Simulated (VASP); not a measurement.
# Ir in VASP: further runs

Ir is run at these levels: LDA; tasks: single point, relaxation of the atoms.

Program: VASP 6.6.1. These are calculated values, not measurements. Logs are shortened: lines on timing, memory, paths and dates and some standing lists are left out, and cuts for length are marked.

## Step 1: The cell of the first run

The cell holds a slab with vacuum, 3 atoms: a = 2.695 Å, b = 2.695 Å, c = 17.811 Å, α = 90.00°, β = 90.00°, γ = 90.00°.

## Step 2: Single point, LDA

INCAR reads:

```
  PREC = Accurate
  ENCUT = 520
  EDIFF = 1E-7
  ISMEAR = 0
  SIGMA = 0.1
  LREAL = False
  LASPH = True
  NELM = 100
  ALGO = Normal
  ISIF = 2
  LWAVE = False
  LCHARG = True
  LDIPOL = True
  IDIPOL = 3
  DIPOL = 0.5 0.5 0.495
  GGA = CA
  LELF = True
  LVHAR = True
  LVACPOTAV = True
  NBANDS = 20
```

KPOINTS reads:

```
Automatic mesh
0
Gamma
  11 11 1
```

POSCAR reads:

```
Ir
1.0
    2.6946510889      0.0000000000      0.0000000000
    0.0000000000      2.6946510889      0.0000000000
    0.0000000000      0.0000000000     17.8108121158
Ir
3
Direct
    0.5000000000      0.5000000000      0.3930196981
    0.0000000000      0.0000000000      0.4950327579
    0.5000000000      0.5000000000      0.5970509372
```

Potentials or basis: VASP PAW LDA potentials, release 64 (Ir).

Launch:

```
$ cat potpaw_LDA.64/Ir/POTCAR > POTCAR
$ mpirun -np 1 vasp_std > vasp.out
```

OUTCAR:

```text
PREC = Accurate
   ENCUT = 520
   EDIFF = 1E-7
   ISMEAR = 0
   LREAL = False
   LASPH = True
   NELM = 100
   ISIF = 2
   GGA = CA

 ion  position               nearest neighbor table
   1  0.500  0.500  0.393-   2 2.63   2 2.63   2 2.63   2 2.63
   2  0.000  0.000  0.495-   1 2.63   1 2.63   1 2.63   1 2.63   3 2.63   3 2.63   3 2.63   3 2.63

   3  0.500  0.500  0.597-   2 2.63   2 2.63   2 2.63   2 2.63

  LATTYP: Found a simple tetragonal cell.
 ALAT       =     2.6946510889
 C/A-ratio  =     6.6096913954

  Lattice vectors:

 A1 = (   2.6946510889,   0.0000000000,   0.0000000000)
 A2 = (   0.0000000000,   2.6946510889,   0.0000000000)
 A3 = (   0.0000000000,   0.0000000000,  17.8108121158)

Analysis of symmetry for initial positions (statically):
=====================================================================
 Subroutine PRICEL returns:
 Original cell was already a primitive cell.

 Routine SETGRP: Setting up the symmetry group for a
 simple tetragonal supercell.

 Subroutine GETGRP returns: Found 16 space group operations
 (whereof  8 operations were pure point group operations)
 out of a pool of 16 trial point group operations.

The static configuration has the point symmetry C_4v.
 The point group associated with its full space group is D_4h.

Analysis of symmetry for dynamics (positions and initial velocities):
=====================================================================
 Subroutine PRICEL returns:
 Original cell was already a primitive cell.

 Routine SETGRP: Setting up the symmetry group for a
 simple tetragonal supercell.

 Subroutine GETGRP returns: Found 16 space group operations
 (whereof  8 operations were pure point group operations)
 out of a pool of 16 trial point group operations.

The dynamic configuration has the point symmetry C_4v.
 The point group associated with its full space group is D_4h.

 Subroutine INISYM returns: Found 16 space group operations
 (whereof  8 operations are pure point group operations),
 and found     1 'primitive' translations

----------------------------------------------------------------------------------------

                                     Primitive cell

  volume of cell :     129.3269

  direct lattice vectors                    reciprocal lattice vectors
     2.694651089  0.000000000  0.000000000     0.371105559  0.000000000  0.000000000
     0.000000000  2.694651089  0.000000000     0.000000000  0.371105559  0.000000000
     0.000000000  0.000000000 17.810812116     0.000000000  0.000000000  0.056145671

  length of vectors
     2.694651089  2.694651089 17.810812116     0.371105559  0.371105559  0.056145671

  position of ions in fractional coordinates (direct lattice)
[... 83 lines left out ...]
   ISIF   =      2    stress and relaxation
   ISYM   =      2    0-nonsym 1-usesym 2-fastsym
   POTIM  = 0.5000    time-step for ionic-motion
   TEBEG  =    0.0;   TEEND  =   0.0 temperature during run
   PSTRESS=    0.0 pullay stress
   NELECT =      27.0000    total number of electrons
   NUPDOWN=      -1.0000    fix difference up-down
   EMIN   =  10.00;   EMAX   =-10.00  energy-range for DOS
   EFERMI =   0.00;   METHOD = LEGACY
   ISMEAR =     0;   SIGMA  =   0.10  broadening in eV -4-tet -1-fermi 0-gaus
   EFERMI_NEDOS =   21; number of points for ismear=-14 and -15
   IALGO  =     38    algorithm
   IMIX   =      4    mixing-type and parameters
     AMIX     =   0.40;   BMIX     =  1.00
     AMIX_MAG =   1.60;   BMIX_MAG =  1.00
  volume/ion in A,a.u.               =      43.11       290.91
  Fermi-wavevector in a.u.,A,eV,Ry     =   0.971180  1.835264 12.832892  0.943191
  Thomas-Fermi vector in A             =   2.101376
   LORBIT       =      0    0 simple, 1 ext, 2 COOP (PROOUT), +10 PAW based schemes
   GGA     = CA    functional components
   LHFCALC =     F    Hartree Fock is set to
   AEXX    =    0.0000 exact exchange contribution
   IVDW    =     0    specifies the selected vdW correction
   LEPSILON=     F    determine dielectric tensor
   LRPA    =     F    only Hartree local field effects (RPA)
 non-spin polarized calculation
 Gauss-broadening in eV      SIGMA  =   0.10
  energy-cutoff  :      520.00
  volume of cell :      129.33
 maximum number of plane-waves:      3511
   NGX = 11   NGY = 11   NGZ = 67

 dipolmoment           0.000000      0.000000      0.000438 electrons x Angstroem

 number of electron      26.9999999 magnetization

 dipolmoment           0.000000      0.000000     -0.000579 electrons x Angstroem

 Free energy of the ion-electron system (eV)
  ---------------------------------------------------
  ext. energy  EPLUGINS =         0.00000000
  ---------------------------------------------------
  free energy    TOTEN  =       -27.85699722 eV

  energy without entropy =      -27.83631671  energy(sigma->0) =      -27.84665697

 E-fermi :  -0.4519     XC(G=0):  -5.7316

 val. band max:       -0.4548965060   @ k =   0.0909   0.0000   0.0000
 cond. band min:      -0.4183755157   @ k =   0.4545   0.1818   0.0000
 fundamental gap:      0.0365209903
 Fermi energy:        -0.4519282173

 k-point     1 :       0.0000    0.0000    0.0000
  band No.  band energies     occupation
      1     -10.7446      2.00000
      2      -8.0516      2.00000
      3      -7.7987      2.00000
      4      -7.7604      2.00000
      5      -5.7986      2.00000
      6      -4.5303      2.00000
[... 472 lines left out ...]
     19       8.3207      0.00000
     20       8.3793      0.00000

------------------------ aborting loop because EDIFF is reached ----------------------------------------

  FORCE on cell =-STRESS in cart. coord.  units (eV):
  Direction    XX          YY          ZZ          XY          YZ          ZX
  --------------------------------------------------------------------------------------
  -------------------------------------------------------------------------------------
  Total       -2.7587569     -2.7587569      0.5470841      0.0000000      0.0000000      0.0000000
  in kB      -34.1770998    -34.1770998      6.7775995      0.0000000      0.0000000      0.0000000
  external PRESSURE =     -20.5255333 kB  Pullay stress =       0.0000000 kB

 VOLUME and BASIS-vectors are now :
 -----------------------------------------------------------------------------
  energy-cutoff  :      520.00
  volume of cell :      129.33
      direct lattice vectors                 reciprocal lattice vectors
     2.694651089  0.000000000  0.000000000     0.371105559  0.000000000  0.000000000
     0.000000000  2.694651089  0.000000000     0.000000000  0.371105559  0.000000000
     0.000000000  0.000000000 17.810812116     0.000000000  0.000000000  0.056145671

 POSITION                                       TOTAL-FORCE (eV/Angst)
 -----------------------------------------------------------------------------------
      1.34733      1.34733      7.00000        -0.000000      0.000000     -0.156997
      0.00000      0.00000      8.81694        -0.000000      0.000000     -0.000000
      1.34733      1.34733     10.63396         0.000000      0.000000      0.156997
 -----------------------------------------------------------------------------------
    total drift:                                0.000000      0.000000     -0.069917

  FREE ENERGIE OF THE ION-ELECTRON SYSTEM (eV)
  ---------------------------------------------------
  free  energy   TOTEN  =       -27.8569972247 eV

  energy  without entropy=      -27.8363167094  energy(sigma->0) =      -27.84665697

 vacuum level on the upper side and lower side of the slab         5.227         5.242
```

stdout:

```text
POSCAR found type information on POSCAR Ir
 POSCAR found :  1 types and       3 ions
 scaLAPACK will be used
 LDA part: xc-table for (Slater(with rela. corr.)+CA(PZ))
 , standard interpolation
 POSCAR, INCAR and KPOINTS ok, starting setup
 FFT: planning ... GRIDC
 FFT: planning ... GRID_SOFT
 FFT: planning ... GRID
 WAVECAR not read
 entering main loop
 -----------------------------------------------------------------------------
|                                                                             |
|           W    W    AA    RRRRR   N    N  II  N    N   GGGG   !!!           |
|           W    W   A  A   R    R  NN   N  II  NN   N  G    G  !!!           |
|           W    W  A    A  R    R  N N  N  II  N N  N  G       !!!           |
|           W WW W  AAAAAA  RRRRR   N  N N  II  N  N N  G  GGG   !            |
|           WW  WW  A    A  R   R   N   NN  II  N   NN  G    G                |
|           W    W  A    A  R    R  N    N  II  N    N   GGGG   !!!           |
|                                                                             |
|     Did not find any points to average over, which means that no vacuum     |
|     field-free region was found. Please increase the size of  your cell     |
|     in the dimension of the dipole correction to obtain accurate            |
|     workfunction values.                                                    |
|                                                                             |
 -----------------------------------------------------------------------------
```

Wall time 70 s (1 thread of Intel Xeon Platinum 8259CL at 2.50GHz (Skylake/Cascade Lake), shared host); peak memory 0.21 GiB.

What came out:

```
Free energy            : -27.8570 eV
Largest force          : 0.157 eV/Å
Band gap on the k mesh : zero (an odd number of electrons rules out a gap without spin polarisation)
```

Forces on the atoms (eV/Å):
```
Ir   0.000  0.000 -0.157
Ir   0.000  0.000  0.000
Ir   0.000  0.000  0.157
```

Caveat: spin-orbit coupling is left out, which moves the levels of the heavy elements.

## Step 3: Relaxation of the atoms, LDA

INCAR reads:

```
SYSTEM = Ir
PREC = Accurate
ENCUT = 520
EDIFF = 1E-6
ISMEAR = 0
SIGMA = 0.1
LREAL = .FALSE.
LASPH = .TRUE.
NELM = 100
ALGO = Normal
ISIF = 2
LWAVE = .FALSE.
LCHARG = .FALSE.
LDIPOL = .TRUE.
IDIPOL = 3
DIPOL = 0.5 0.5 0.500
IBRION = 2
NSW = 70
EDIFFG = -0.03
```

KPOINTS reads:

```
regular mesh
0
G
  11 11 1
  0 0 0
```

POSCAR reads:

```
Ir
1.0
    2.6946510889      0.0000000000      0.0000000000
    0.0000000000      2.6946510889      0.0000000000
    0.0000000000      0.0000000000     17.8108121158
Ir
3
Selective dynamics
Direct
    0.5000000000      0.5000000000      0.3930196981  F F F
    0.0000000000      0.0000000000      0.5000000000  T T T
    0.5000000000      0.5000000000      0.6069803019  T T T
```

Potentials or basis: VASP PAW LDA potentials, release 64 (Ir).

Launch:

```
$ cat potpaw_LDA.64/Ir/POTCAR > POTCAR
$ mpirun -np 1 vasp_std > vasp.out
```

OUTCAR:

```text
SYSTEM = Ir
   PREC = Accurate
   ENCUT = 520
   EDIFF = 1E-6
   ISMEAR = 0
   LREAL = .FALSE.
   LASPH = .TRUE.
   NELM = 100
   ISIF = 2
   IBRION = 2
   NSW = 70
   EDIFFG = -0.03

 ion  position               nearest neighbor table
   1  0.500  0.500  0.393-   2 2.69   2 2.69   2 2.69   2 2.69
   2  0.000  0.000  0.500-   1 2.69   3 2.69   1 2.69   3 2.69   1 2.69   3 2.69   1 2.69   3 2.69

   3  0.500  0.500  0.607-   2 2.69   2 2.69   2 2.69   2 2.69

  LATTYP: Found a simple tetragonal cell.
 ALAT       =     2.6946510889
 C/A-ratio  =     6.6096913954

  Lattice vectors:

 A1 = (   2.6946510889,   0.0000000000,   0.0000000000)
 A2 = (   0.0000000000,   2.6946510889,   0.0000000000)
 A3 = (   0.0000000000,   0.0000000000,  17.8108121158)

Analysis of symmetry for initial positions (statically):
=====================================================================
 Subroutine PRICEL returns:
 Original cell was already a primitive cell.

 Routine SETGRP: Setting up the symmetry group for a
 simple tetragonal supercell.

 Subroutine GETGRP returns: Found 16 space group operations
 (whereof 16 operations were pure point group operations)
 out of a pool of 16 trial point group operations.

The static configuration has the point symmetry D_4h.

Analysis of symmetry for dynamics (positions and initial velocities):
=====================================================================
 Subroutine PRICEL returns:
 Original cell was already a primitive cell.

 Routine SETGRP: Setting up the symmetry group for a
 simple tetragonal supercell.

 Subroutine GETGRP returns: Found 16 space group operations
 (whereof 16 operations were pure point group operations)
 out of a pool of 16 trial point group operations.

The dynamic configuration has the point symmetry D_4h.

[... 156 lines left out ...]
  ---------------------------------------------------
  free energy    TOTEN  =       -27.77447451 eV

  energy without entropy =      -27.75124219  energy(sigma->0) =      -27.76285835

------------------------ aborting loop because EDIFF is reached ----------------------------------------

  FORCE on cell =-STRESS in cart. coord.  units (eV):
  Direction    XX          YY          ZZ          XY          YZ          ZX
  --------------------------------------------------------------------------------------
  -------------------------------------------------------------------------------------
  Total       -5.4528878     -5.4528878     -3.9384069      0.0000000      0.0000000      0.0000000
  in kB      -67.5535761    -67.5535761    -48.7912969      0.0000000      0.0000000      0.0000000
  external PRESSURE =     -61.2994830 kB  Pullay stress =       0.0000000 kB
[... 92 lines left out ...]
  FREE ENERGIE OF THE ION-ELECTRON SYSTEM (eV)
  ---------------------------------------------------
  free  energy   TOTEN  =       -27.8248055341 eV

  energy  without entropy=      -27.8028734140  energy(sigma->0) =      -27.81383947

 dipolmoment           0.000000      0.000000     -0.001016 electrons x Angstroem

--------------------------------------- Ionic step        4  -------------------------------------------

 number of electron      26.9999999 magnetization

------------------------ aborting loop because EDIFF is reached ----------------------------------------
[... 32 lines left out ...]
--------------------------------------- Ionic step        5  -------------------------------------------

 number of electron      26.9999999 magnetization

 dipolmoment           0.000000      0.000000      0.000306 electrons x Angstroem

 Free energy of the ion-electron system (eV)
  ---------------------------------------------------
  ext. energy  EPLUGINS =         0.00000000
  ---------------------------------------------------
  free energy    TOTEN  =       -27.85857090 eV

  energy without entropy =      -27.83772634  energy(sigma->0) =      -27.84814862

 E-fermi :  -0.4619     XC(G=0):  -5.7391

 val. band max:       -0.4697251007   @ k =   0.4545   0.2727   0.0000
 cond. band min:      -0.4360611238   @ k =   0.4545   0.1818   0.0000
 fundamental gap:      0.0336639770
 Fermi energy:        -0.4618605655

 k-point     1 :       0.0000    0.0000    0.0000
  band No.  band energies     occupation
      1     -10.7075      2.00000
      2      -8.0150      2.00000
      3      -7.7552      2.00000
      4      -7.7453      2.00000
      5      -5.7872      2.00000
      6      -4.5502      2.00000
[... 399 lines left out ...]
      6      -4.4628      2.00000
[... 9 lines left out ...]
     16       2.8349      0.00000
     17       4.1872      0.00000

------------------------ aborting loop because EDIFF is reached ----------------------------------------

 vacuum level on the upper side and lower side of the slab       (xc-potential included)        -0.174        -0.013

  FORCE on cell =-STRESS in cart. coord.  units (eV):
  Direction    XX          YY          ZZ          XY          YZ          ZX
  --------------------------------------------------------------------------------------
  -------------------------------------------------------------------------------------
  Total       -3.1192891     -3.1192891     -0.0387842      0.0000000     -0.0000000      0.0000000
  in kB      -38.6435852    -38.6435852     -0.4804820      0.0000000     -0.0000000      0.0000000
  external PRESSURE =     -25.9225508 kB  Pullay stress =       0.0000000 kB
[... 18 lines left out ...]
  FREE ENERGIE OF THE ION-ELECTRON SYSTEM (eV)
  ---------------------------------------------------
  free  energy   TOTEN  =       -27.8585708964 eV

  energy  without entropy=      -27.8377263397  energy(sigma->0) =      -27.84814862

 reached required accuracy - stopping structural energy minimisation

 vacuum level on the upper side and lower side of the slab         5.063         5.222
```

It took 2.6 min on 1 thread of Intel Xeon Platinum 8259CL at 2.50GHz (Skylake/Cascade Lake), shared host; peak memory 0.21 GiB.

What came out:

```yaml
Free_energy: -27.8586 eV
Energy_gained_by_relaxing: 28.0 meV/atom
Ionic_steps: 5
Band_gap_on_the_k_mesh: zero (an odd number of electrons rules out a gap without spin polarisation)
```

Step by step:
| step | energy change (eV) | largest force on free atoms (eV/Å) | pressure (GPa) |
| --- | --- | --- | --- |
| 1 | 0.0000 | 1.0275 | -6.13 |
| 2 | -0.0388 | 0.5212 | -5.05 |
| 3 | -0.0503 | 0.8291 | -4.00 |
| 4 | -0.0772 | 0.3880 | -3.25 |
| 5 | -0.0841 | 0.0040 | -2.59 |

Final structure:
```
Ir
1.0
     2.69465    0.00000    0.00000
     0.00000    2.69465    0.00000
     0.00000    0.00000   17.81081
Ir
3
Direct
  0.50000 0.50000 0.39302
  0.00000 0.00000 0.49564
  0.50000 0.50000 0.59824
```

Caveat: spin-orbit coupling is left out, which moves the levels of the heavy elements.

The gap in the log of VASP goes by the Fermi energy; the results here count the filled bands.